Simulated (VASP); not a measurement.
# Mg3SnO4 (P4/nmm) in VASP: a series of runs

Mg3SnO4 is run at these levels: PBE; tasks: single point.

Everything below comes from runs of VASP 6.6.1. Logs are shortened: lines on timing, memory, paths and dates and some standing lists are left out, and cuts for length are marked.

### 1 The cell of the first run

It takes space group P4/nmm (No. 129, tetragonal). Conventional cell: a = 3.104 Å, b = 3.104 Å, c = 19.266 Å, α = 90.00°, β = 90.00°, γ = 90.00°. Mg (site symmetry 4mm) has 6 O at 2.09 to 2.20 Å within 2.8 Å. Mg (site symmetry 4mm) has 6 O at 2.00 to 2.20 Å within 2.7 Å. Within 2.8 Å of Mg (site symmetry 4mm) lie 6 O at 2.08 to 2.20 Å. Sn (site symmetry 4mm) has 5 O at 2.30 to 2.64 Å and 4 Sn at 3.10 Å within 3.2 Å. O (site symmetry 4mm) has 6 Mg at 2.08 to 2.20 Å within 2.8 Å. O (site symmetry 4mm) has 5 Mg at 2.11 to 2.20 Å and 1 Sn at 2.64 Å within 2.8 Å. O (site symmetry 4mm) has 1 Mg at 2.00 Å and 4 Sn at 2.30 Å within 2.7 Å. O (site symmetry 4mm) has 6 Mg at 2.07 to 2.20 Å within 2.7 Å.

### 2 Single point, PBE

Contents of INCAR:

```
  PREC = Accurate
  ENCUT = 520
  EDIFF = 1E-6
  ISMEAR = 0
  SIGMA = 0.02
  LREAL = Auto
  LASPH = T
  NELM = 100
  ALGO = Normal
  ISIF = 2
  LWAVE = F
  LCHARG = F
  GGA = PE
  NBANDS = 58
```

Contents of KPOINTS:

```
regular mesh
0
Gamma
  10 10 2
```

Contents of POSCAR:

```
Mg3SnO4
1.0
    3.1044857522      0.0000000000      0.0000000000
    0.0000000000      3.1044857522      0.0000000000
    0.0000000000      0.0000000000     19.2660891562
Mg Sn O
6 2 8
Direct
    0.5000000000      0.0000000000      0.1626112390
    0.5000000000      0.0000000000      0.7303687509
    0.5000000000      0.0000000000      0.9459598399
    0.0000000000      0.5000000000      0.8373887610
    0.0000000000      0.5000000000      0.2696312491
    0.0000000000      0.5000000000      0.0540401601
    0.5000000000      0.0000000000      0.4094965083
    0.0000000000      0.5000000000      0.5905034917
    0.5000000000      0.0000000000      0.0541724446
    0.5000000000      0.0000000000      0.2722171272
    0.5000000000      0.0000000000      0.6263178710
    0.5000000000      0.0000000000      0.8379049736
    0.0000000000      0.5000000000      0.9458275554
    0.0000000000      0.5000000000      0.3736821290
    0.0000000000      0.5000000000      0.1620950264
    0.0000000000      0.5000000000      0.7277828728
```

Potentials or basis: VASP PAW PBE potentials, release 64 (Mg, Sn_d, O).

The run is started by

```bash
$ cat potpaw_PBE.64/Mg/POTCAR potpaw_PBE.64/Sn_d/POTCAR potpaw_PBE.64/O/POTCAR > POTCAR
$ mpirun -np 1 vasp_std > vasp.out
```

OUTCAR:

```text
PREC = Accurate
   ENCUT = 520
   EDIFF = 1E-6
   ISMEAR = 0
   LREAL = Auto
   LASPH = T
   NELM = 100
   ISIF = 2
   GGA = PE

 ion  position               nearest neighbor table
   1  0.500  0.000  0.163-   9 2.09  10 2.11  15 2.20  15 2.20  15 2.20  15 2.20   5 3.01   5 3.01
                             5 3.01   5 3.01   6 3.03   6 3.03   6 3.03   6 3.03
   2  0.500  0.000  0.730-  11 2.00  12 2.07  16 2.20  16 2.20  16 2.20  16 2.20   4 3.01   4 3.01
                             4 3.01   4 3.01   8 3.48   8 3.48   8 3.48   8 3.48
   3  0.500  0.000  0.946-  12 2.08   9 2.08  13 2.20  13 2.20  13 2.20  13 2.20   6 3.03   6 3.03
                             6 3.03   6 3.03   4 3.03   4 3.03   4 3.03   4 3.03
   4  0.000  0.500  0.837-  13 2.09  16 2.11  12 2.20  12 2.20  12 2.20  12 2.20   2 3.01   2 3.01
                             2 3.01   2 3.01   3 3.03   3 3.03   3 3.03   3 3.03
   5  0.000  0.500  0.270-  14 2.00  15 2.07  10 2.20  10 2.20  10 2.20  10 2.20   1 3.01   1 3.01
                             1 3.01   1 3.01   7 3.48   7 3.48   7 3.48   7 3.48
   6  0.000  0.500  0.054-  15 2.08  13 2.08   9 2.20   9 2.20   9 2.20   9 2.20   3 3.03   3 3.03
                             3 3.03   3 3.03   1 3.03   1 3.03   1 3.03   1 3.03
   7  0.500  0.000  0.409-  14 2.30  14 2.30  14 2.30  14 2.30  10 2.64   5 3.48   5 3.48   5 3.48
                             5 3.48
   8  0.000  0.500  0.591-  11 2.30  11 2.30  11 2.30  11 2.30  16 2.64   2 3.48   2 3.48   2 3.48
                             2 3.48
   9  0.500  0.000  0.054-   3 2.08   1 2.09   6 2.20   6 2.20   6 2.20   6 2.20
  10  0.500  0.000  0.272-   1 2.11   5 2.20   5 2.20   5 2.20   5 2.20   7 2.64
  11  0.500  0.000  0.626-   2 2.00   8 2.30   8 2.30   8 2.30   8 2.30
  12  0.500  0.000  0.838-   2 2.07   3 2.08   4 2.20   4 2.20   4 2.20   4 2.20
  13  0.000  0.500  0.946-   6 2.08   4 2.09   3 2.20   3 2.20   3 2.20   3 2.20
  14  0.000  0.500  0.374-   5 2.00   7 2.30   7 2.30   7 2.30   7 2.30
  15  0.000  0.500  0.162-   5 2.07   6 2.08   1 2.20   1 2.20   1 2.20   1 2.20
  16  0.000  0.500  0.728-   4 2.11   2 2.20   2 2.20   2 2.20   2 2.20   8 2.64

  LATTYP: Found a simple tetragonal cell.
 ALAT       =     3.1044857522
 C/A-ratio  =     6.2058874461

  Lattice vectors:

 A1 = (   3.1044857522,   0.0000000000,   0.0000000000)
 A2 = (   0.0000000000,   3.1044857522,   0.0000000000)
 A3 = (   0.0000000000,   0.0000000000,  19.2660891562)

Analysis of symmetry for initial positions (statically):
=====================================================================
 Subroutine PRICEL returns:
 Original cell was already a primitive cell.

 Routine SETGRP: Setting up the symmetry group for a
 simple tetragonal supercell.

 Subroutine GETGRP returns: Found 16 space group operations
 (whereof  8 operations were pure point group operations)
 out of a pool of 16 trial point group operations.

The static configuration has the point symmetry D_2d.
 The point group associated with its full space group is D_4h.

Analysis of symmetry for dynamics (positions and initial velocities):
=====================================================================
 Subroutine PRICEL returns:
 Original cell was already a primitive cell.

 Routine SETGRP: Setting up the symmetry group for a
 simple tetragonal supercell.

 Subroutine GETGRP returns: Found 16 space group operations
 (whereof  8 operations were pure point group operations)
 out of a pool of 16 trial point group operations.

The dynamic configuration has the point symmetry D_2d.
 The point group associated with its full space group is D_4h.

 Subroutine INISYM returns: Found 16 space group operations
 (whereof  8 operations are pure point group operations),
 and found     1 'primitive' translations

----------------------------------------------------------------------------------------

                                     Primitive cell

  volume of cell :     185.6833

  direct lattice vectors                    reciprocal lattice vectors
     3.104485752  0.000000000  0.000000000     0.322114540  0.000000000  0.000000000
     0.000000000  3.104485752  0.000000000     0.000000000  0.322114540  0.000000000
     0.000000000  0.000000000 19.266089156     0.000000000  0.000000000  0.051904670

  length of vectors
     3.104485752  3.104485752 19.266089156     0.322114540  0.322114540  0.051904670

  position of ions in fractional coordinates (direct lattice)
     0.500000000  0.000000000  0.162611239
     0.500000000  0.000000000  0.730368751
     0.500000000  0.000000000  0.945959840
     0.000000000  0.500000000  0.837388761
     0.000000000  0.500000000  0.269631249
     0.000000000  0.500000000  0.054040160
[... 8 lines left out ...]
     0.000000000  0.500000000  0.162095026
     0.000000000  0.500000000  0.727782873

  ion indices of the primitive-cell ions
   primitive index   ion index
                 1           1
                 2           2
                 3           3
                 4           4
                 5           5
                 6           6
[... 8 lines left out ...]
                15          15
                16          16

----------------------------------------------------------------------------------------

 KPOINTS: regular mesh

Automatic generation of k-mesh.
 Grid dimensions read from file:
 generate k-points for:   10   10    2

 Generating k-lattice:

  Cartesian coordinates                     Fractional coordinates (reciprocal lattice)
     0.032211454  0.000000000  0.000000000     0.100000000  0.000000000  0.000000000
     0.000000000  0.032211454  0.000000000     0.000000000  0.100000000  0.000000000
     0.000000000  0.000000000  0.025952335     0.000000000  0.000000000  0.500000000

  Length of vectors
     0.032211454  0.032211454  0.025952335

  Shift w.r.t. Gamma in fractional coordinates (k-lattice)
     0.000000000  0.000000000  0.000000000

 Subroutine IBZKPT returns following result:
 ===========================================

 Found     42 irreducible k-points:

 Following reciprocal coordinates:
            Coordinates               Weight
  0.000000  0.000000  0.000000      1.000000
  0.100000  0.000000  0.000000      4.000000
  0.200000  0.000000  0.000000      4.000000
  0.300000  0.000000  0.000000      4.000000
  0.400000  0.000000  0.000000      4.000000
  0.500000  0.000000  0.000000      2.000000
[... 16 lines left out ...]
  0.100000  0.000000  0.500000      4.000000
  0.200000  0.000000  0.500000      4.000000
 [... further k-points ...]
   k-points           NKPTS =     42   k-points in BZ     NKDIM =     42   number of bands    NBANDS=     58
   number of dos      NEDOS =    301   number of ions     NIONS =     16
   total plane-waves  NPLWV =  82944
   dimension x,y,z NGX =    24 NGY =   24 NGZ =  144
   dimension x,y,z NGXF=    48 NGYF=   48 NGZF=  288
   ions per type =               6   2   8
   NGX,Y,Z   is equivalent  to a cutoff of  12.85, 12.85, 12.43 a.u.
   NGXF,Y,Z  is equivalent  to a cutoff of  25.70, 25.70, 24.85 a.u.
 SYSTEM =  unknown system
   PREC   = accura    normal or accurate (medium, high low for compatibility)
   ISTART =      0    job   : 0-new  1-cont  2-samecut
   ICHARG =      2    charge: 1-file 2-atom 10-const
   ISPIN  =      1    spin polarized calculation?
   LNONCOLLINEAR =      F non collinear calculations
   LSORBIT =      F    spin-orbit coupling
   LASPH  =      T    aspherical Exc in radial PAW
   ENCUT  =  520.0 eV  38.22 Ry    6.18 a.u.   5.77  5.77 35.82*2*pi/ulx,y,z
   NELM   =    100;   NELMIN=  2; NELMDL= -5     # of ELM steps
   EDIFF  = 0.1E-05   stopping-criterion for ELM
   LREAL  =      T    real-space projection
   EDIFFG = 0.1E-04   stopping-criterion for IOM
   NSW    =      0    number of steps for IOM
   IBRION =     -1    ionic relax: 0-MD 1-quasi-New 2-CG
   NFREE  =      0    steps in history (QN), initial steepest desc. (CG)
   ISIF   =      2    stress and relaxation
   ISYM   =      2    0-nonsym 1-usesym 2-fastsym
   POTIM  = 0.5000    time-step for ionic-motion
   TEBEG  =    0.0;   TEEND  =   0.0 temperature during run
   PSTRESS=    0.0 pullay stress
   NELECT =      88.0000    total number of electrons
   NUPDOWN=      -1.0000    fix difference up-down
   EMIN   =  10.00;   EMAX   =-10.00  energy-range for DOS
   EFERMI =   0.00;   METHOD = LEGACY
   ISMEAR =     0;   SIGMA  =   0.02  broadening in eV -4-tet -1-fermi 0-gaus
   EFERMI_NEDOS =   21; number of points for ismear=-14 and -15
   IALGO  =     38    algorithm
   IMIX   =      4    mixing-type and parameters
     AMIX     =   0.40;   BMIX     =  1.00
     AMIX_MAG =   1.60;   BMIX_MAG =  1.00
  volume/ion in A,a.u.               =      11.61        78.32
  Fermi-wavevector in a.u.,A,eV,Ry     =   1.276374  2.411998 22.165681  1.629132
  Thomas-Fermi vector in A             =   2.409034
   LORBIT       =      0    0 simple, 1 ext, 2 COOP (PROOUT), +10 PAW based schemes
   GGA     = PE    functional components
   LHFCALC =     F    Hartree Fock is set to
   AEXX    =    0.0000 exact exchange contribution
   IVDW    =     0    specifies the selected vdW correction
   LEPSILON=     F    determine dielectric tensor
   LRPA    =     F    only Hartree local field effects (RPA)
 non-spin polarized calculation
 Gauss-broadening in eV      SIGMA  =   0.02
  energy-cutoff  :      520.00
  volume of cell :      185.68
 maximum number of plane-waves:      5040
 NGX is ok and might be reduce to    24
   NGX = 11   NGY = 11   NGZ = 71

 number of electron      88.0000042 magnetization

 Free energy of the ion-electron system (eV)
  ---------------------------------------------------
  ext. energy  EPLUGINS =         0.00000000
  ---------------------------------------------------
  free energy    TOTEN  =       -92.31920439 eV

  energy without entropy =      -92.31920439  energy(sigma->0) =      -92.31920439

 E-fermi :   4.8779     XC(G=0): -10.7255

 val. band max:        4.7446096675   @ k =   0.3000   0.2000   0.5000
 cond. band min:       5.8591691912   @ k =   0.0000   0.0000   0.0000
 fundamental gap:      1.1145595237
 Fermi energy:         4.8779276157

 k-point     1 :       0.0000    0.0000    0.0000
  band No.  band energies     occupation
      1     -16.3136      2.00000
      2     -16.3113      2.00000
      3     -16.2709      2.00000
      4     -16.2689      2.00000
      5     -15.9588      2.00000
      6     -15.9588      2.00000
[... 48 lines left out ...]
     55      13.4432      0.00000
     56      13.9332      0.00000

 k-point     2 :       0.1000    0.0000    0.0000
  band No.  band energies     occupation
      1     -16.2971      2.00000
      2     -16.2950      2.00000
      3     -16.2460      2.00000
      4     -16.2450      2.00000
      5     -15.9755      2.00000
      6     -15.9682      2.00000
[... 48 lines left out ...]
     55      13.3048      0.00000
     56      13.6190      0.00000

 k-point     3 :       0.2000    0.0000    0.0000
  band No.  band energies     occupation
      1     -16.2689      2.00000
      2     -16.2674      2.00000
      3     -16.1745      2.00000
      4     -16.1724      2.00000
      5     -16.0112      2.00000
      6     -16.0016      2.00000
[... 1172 lines left out ...]
 k-point    23 :       0.1000    0.0000    0.5000
  band No.  band energies     occupation
      1     -16.2971      2.00000
      2     -16.2950      2.00000
      3     -16.2460      2.00000
      4     -16.2450      2.00000
      5     -15.9755      2.00000
      6     -15.9682      2.00000
[... 48 lines left out ...]
     55      13.3486      0.00000
     56      13.4536      0.00000

 k-point    24 :       0.2000    0.0000    0.5000
  band No.  band energies     occupation
      1     -16.2689      2.00000
      2     -16.2674      2.00000
      3     -16.1745      2.00000
      4     -16.1724      2.00000
      5     -16.0112      2.00000
      6     -16.0016      2.00000
[... 48 lines left out ...]
     55      13.8105      0.00000
     56      14.1965      0.00000

 [... further k-points ...]

 [bands above 56 left out]

------------------------ aborting loop because EDIFF is reached ----------------------------------------

  FORCE on cell =-STRESS in cart. coord.  units (eV):
  Direction    XX          YY          ZZ          XY          YZ          ZX
  --------------------------------------------------------------------------------------
  -------------------------------------------------------------------------------------
  Total       -0.4458190     -0.4458190     -0.5329234      0.0000000      0.0000000      0.0000000
  in kB       -3.8467698     -3.8467698     -4.5983543      0.0000000      0.0000000      0.0000000
  external PRESSURE =      -4.0972980 kB  Pullay stress =       0.0000000 kB

 VOLUME and BASIS-vectors are now :
 -----------------------------------------------------------------------------
  energy-cutoff  :      520.00
  volume of cell :      185.68
      direct lattice vectors                 reciprocal lattice vectors
     3.104485752  0.000000000  0.000000000     0.322114540  0.000000000  0.000000000
     0.000000000  3.104485752  0.000000000     0.000000000  0.322114540  0.000000000
     0.000000000  0.000000000 19.266089156     0.000000000  0.000000000  0.051904670

 POSITION                                       TOTAL-FORCE (eV/Angst)
 -----------------------------------------------------------------------------------
      1.55224      0.00000      3.13288        -0.000000      0.000000     -0.003981
      1.55224      0.00000     14.07135        -0.000000     -0.000000     -0.003924
      1.55224      0.00000     18.22495        -0.000000     -0.000000     -0.002361
      0.00000      1.55224     16.13321        -0.000000      0.000000      0.003981
      0.00000      1.55224      5.19474        -0.000000     -0.000000      0.003924
      0.00000      1.55224      1.04114        -0.000000      0.000000      0.002361
[... 8 lines left out ...]
      0.00000      1.55224      3.12294        -0.000000      0.000000      0.007042
      0.00000      1.55224     14.02153        -0.000000     -0.000000      0.022190
 -----------------------------------------------------------------------------------
    total drift:                                0.000000      0.000000      0.000000

  FREE ENERGIE OF THE ION-ELECTRON SYSTEM (eV)
  ---------------------------------------------------
  free  energy   TOTEN  =       -92.3192043942 eV

  energy  without entropy=      -92.3192043942  energy(sigma->0) =      -92.31920439
```

Run time: 4.7 min. Hardware: 1 thread of Intel Xeon 6975P-C (Granite Rapids), shared host; peak memory 0.43 GiB.

What came out:

- Free energy: -92.3192 eV
- Pressure: -0.4 GPa
- Largest force: 0.049 eV/Å
- Band gap on the k mesh: 1.11 eV (least direct gap 1.65 eV)

Forces in eV/Å, atoms in the order of the input:
```
Mg   0.000  0.000 -0.004
Mg   0.000  0.000 -0.004
Mg   0.000  0.000 -0.002
Mg   0.000  0.000  0.004
Mg   0.000  0.000  0.004
Mg   0.000  0.000  0.002
Sn   0.000  0.000  0.040
Sn   0.000  0.000 -0.040
O    0.000  0.000 -0.002
O    0.000  0.000 -0.022
O    0.000  0.000  0.049
O    0.000  0.000 -0.007
O    0.000  0.000  0.002
O    0.000  0.000 -0.049
O    0.000  0.000  0.007
O    0.000  0.000  0.022
```

Stress tensor (GPa, compression positive):
```
-0.38  0.00  0.00
 0.00 -0.38  0.00
 0.00  0.00 -0.46
```

Caveat: spin-orbit coupling is left out, which moves the levels of the heavy elements. A k mesh can miss the band edges.

### 3 Single point, PBE (12.77 Å³/atom)

This run uses another cell than the first one, of 12.77 Å³/atom.

Contents of INCAR:

```
PREC = Accurate
ENCUT = 520
EDIFF = 1E-6
ISMEAR = 0
SIGMA = 0.02
LREAL = Auto
LASPH = T
NELM = 60
ALGO = Normal
ISIF = 2
LWAVE = F
LCHARG = F
GGA = PE
NBANDS = 58
```

Contents of KPOINTS:

```
Automatic mesh
0
Gamma
  10 10 2
```

Contents of POSCAR:

```
Mg3SnO4
1.0
    3.1094345097      0.0000000000      0.0000000000
    0.0000000000      3.1094345097      0.0000000000
    0.0000000000      0.0000000000     21.1252941340
Mg Sn O
6 2 8
Direct
    0.5000000000      0.0000000000      0.1483195457
    0.5000000000      0.0000000000      0.7541250831
    0.5000000000      0.0000000000      0.9507134991
    0.0000000000      0.5000000000      0.8516804543
    0.0000000000      0.5000000000      0.2458749169
    0.0000000000      0.5000000000      0.0492865009
    0.5000000000      0.0000000000      0.3731382152
    0.0000000000      0.5000000000      0.6268617848
    0.5000000000      0.0000000000      0.0494124803
    0.5000000000      0.0000000000      0.2483052388
    0.5000000000      0.0000000000      0.6593877430
    0.5000000000      0.0000000000      0.8521713241
    0.0000000000      0.5000000000      0.9505875197
    0.0000000000      0.5000000000      0.3406122570
    0.0000000000      0.5000000000      0.1478286759
    0.0000000000      0.5000000000      0.7516947612
```

Potentials or basis: VASP PAW PBE potentials, release 64 (Mg, Sn_d, O).

The run is started by

```bash
$ cat potpaw_PBE.64/Mg/POTCAR potpaw_PBE.64/Sn_d/POTCAR potpaw_PBE.64/O/POTCAR > POTCAR
$ mpirun -np 1 vasp_std > vasp.out
```

It took 4.6 min on 1 thread of Intel Xeon 6975P-C (Granite Rapids), shared host; peak memory 0.47 GiB.

It converged, with:

```yaml
Free_energy: -92.2396 eV
Pressure: -0.7 GPa
Largest_force: 0.051 eV/Å
Band_gap_on_the_k_mesh: 1.63 eV (least direct gap 2.04 eV)
```

Forces on the atoms (eV/Å):
```
Mg   0.000  0.000 -0.001
Mg   0.000  0.000  0.001
Mg   0.000  0.000 -0.003
Mg   0.000  0.000  0.001
Mg   0.000  0.000 -0.001
Mg   0.000  0.000  0.003
Sn   0.000  0.000  0.029
Sn   0.000  0.000 -0.029
O    0.000  0.000 -0.004
O    0.000  0.000 -0.029
O    0.000  0.000  0.051
O    0.000  0.000  0.003
O    0.000  0.000  0.004
O    0.000  0.000 -0.051
O    0.000  0.000 -0.003
O    0.000  0.000  0.029
```

Levels at points of the mesh, in eV from the valence-band top:
```csv
k point,band 40,band 41,band 42,band 43,band 44,band 45,band 46,band 47,band 48,band 49
"(0.00, 0.00, 0.00)",-0.70,-0.69,-0.61,-0.61,-0.40,1.63,2.58,3.89,5.04,6.12
"(0.50, 0.00, 0.00)",-1.27,-0.91,-0.91,-0.03,-0.03,2.30,2.30,5.72,5.72,6.95
"(0.50, 0.50, 0.00)",-2.11,-1.78,-1.78,-0.80,-0.80,4.52,4.52,4.70,4.70,5.33
"(0.00, 0.00, 0.50)",-0.70,-0.61,-0.61,-0.57,-0.51,1.67,2.52,3.96,4.94,6.24
"(0.50, 0.00, 0.50)",-1.27,-0.91,-0.91,-0.03,-0.03,2.30,2.30,5.72,5.72,7.01
"(0.50, 0.50, 0.50)",-2.11,-1.78,-1.78,-0.80,-0.80,4.52,4.52,4.70,4.70,5.33
```

Caveat: spin-orbit coupling is left out, which moves the levels of the heavy elements. A k mesh can miss the band edges.
